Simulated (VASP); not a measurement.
Input of a VASP 6.6.1 run:

The input INCAR:

```
SYSTEM = BaZrO3
ALGO     = Normal         ! electronic algorithm
EDIFF    = 1E-7           ! SCF threshold, eV
ENCUT    = 520            ! plane-wave cutoff, eV
GGA      = PS             ! functional
ISIF     = 2              ! what is computed and relaxed
ISMEAR   = -1             ! smearing method
LASPH    = .TRUE.         ! aspherical terms in the spheres
LCHARG   = .FALSE.        ! write CHGCAR
LREAL    = .FALSE.        ! projectors in reciprocal space
LWAVE    = .FALSE.        ! write WAVECAR
NBANDS   = 28             ! bands
NELM     = 80             ! most SCF steps
PREC     = Accurate       ! precision mode
SIGMA    = 0.05           ! smearing width, eV
```

The input KPOINTS:

```
k-points
0
G
  6 6 6
  0 0 0
```

File POSCAR:

```
BaZrO3
1.0
    4.1407005511      0.0000000000      0.0000000000
    0.0000000000      4.1407005511      0.0000000000
    0.0000000000      0.0000000000      4.1407005511
Ba Zr O
1 1 3
Direct
    0.0000000000      0.0000000000      0.0000000000
    0.5000000000      0.5000000000      0.5000000000
    0.5000000000      0.5000000000      0.0000000000
    0.5000000000      0.0000000000      0.5000000000
    0.0000000000      0.5000000000      0.5000000000
```

Potentials or basis: VASP PAW PBE potentials, release 64 (Ba_sv, Zr_sv, O).

The run is started by

```bash
$ cat potpaw_PBE.64/Ba_sv/POTCAR potpaw_PBE.64/Zr_sv/POTCAR potpaw_PBE.64/O/POTCAR > POTCAR
$ mpirun -np 1 vasp_std > vasp.out
```

**Question.** Estimate the pressure.

**Answer.** 6.3 GPa.

**Question.** What does it give for the band gap on the k mesh?

**Answer.** 3.18 eV, indirect (least direct gap 3.35 eV).

Caveat: the PAW data sets were made with another functional, which shifts forces and pressure a little; spin-orbit coupling is left out, which moves the levels of the heavy elements. A k mesh can miss the band edges.
